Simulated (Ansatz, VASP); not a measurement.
# PbF2: VASP beside Ansatz

INCAR

```
PREC = Accurate
ENCUT = 520
EDIFF = 1E-6
ISMEAR = 0
SIGMA = 0.05
LREAL = F
LASPH = T
NELM = 100
ALGO = Normal
ISIF = 2
LWAVE = F
LCHARG = T
GGA = PE
IVDW = 12
LELF = T
LVHAR = T
NBANDS = 21
```

Contents of KPOINTS:

```
Automatic mesh
0
Gamma
  8 8 8
```

The input POSCAR:

```
PbF2
1.0
    0.0000000000      2.8807545000      3.0589455000
    2.8807545000      0.0000000000      3.0589455000
    2.8807545000      2.8807545000      0.0000000000
Pb F
1 2
Direct
    0.0000000000      0.0000000000      0.0000000000
    0.2500000000      0.2500000000      0.2500000000
    0.7500000000      0.7500000000      0.7500000000
```

Input for Ansatz:

```yaml
crystal:
  lattice:
    - [0.0, 2.8807545, 3.0589455]
    - [2.8807545, 0.0, 3.0589455]
    - [2.8807545, 2.8807545, 0.0]
  atoms:
    - { symbol: Pb, position: [0.0, 0.0, 0.0] }
    - { symbol: F, position: [0.25, 0.25, 0.25] }
    - { symbol: F, position: [0.75, 0.75, 0.75] }
basis:
  ecutwfc: 420
kpoints:
  mp_grid: { grid: [8, 8, 8] }
hamiltonian:
  xc: pbe
  dispersion: d3bj
scf:
  occupations: { method: gaussian, width: 0.05 }
output:
  forces: true
  stress: true
  eigenvalues: true
```

Change from the starting cell: strain -0.030 along x and y, +0.030 along z, atoms carried along.

Alike in both runs: task single point; functional PBE; dispersion D3(BJ); k mesh 8 × 8 × 8; occupations gaussian, width 0.05 eV; no spin polarisation.

```csv
,VASP,Ansatz
version,VASP 6.6.1,Ansatz 0.2.0
potentials or method,"VASP PAW PBE potentials, release 64 (Pb_d, F), cutoff 520 eV","scalar-relativistic, plane waves, PAW"
valence electrons in the cell,28,28
```

VASP gave:

| Quantity | Value |
| --- | --- |
| gap on the k mesh at the Fermi level (eV) | 4.23 |
| least direct gap on the mesh (eV) | 4.49 |
| pressure (GPa) | 3.0 |
| traceless stress, the component that is largest in VASP (GPa) | -2.08 |

Question: Estimate Ansatz's values.

Answer: gap on the k mesh at the Fermi level (eV): 4.23; least direct gap on the mesh (eV): 4.49; pressure (GPa): 3.2; traceless stress, the component that is largest in VASP (GPa): -2.08.

Neither program's run includes spin-orbit coupling.
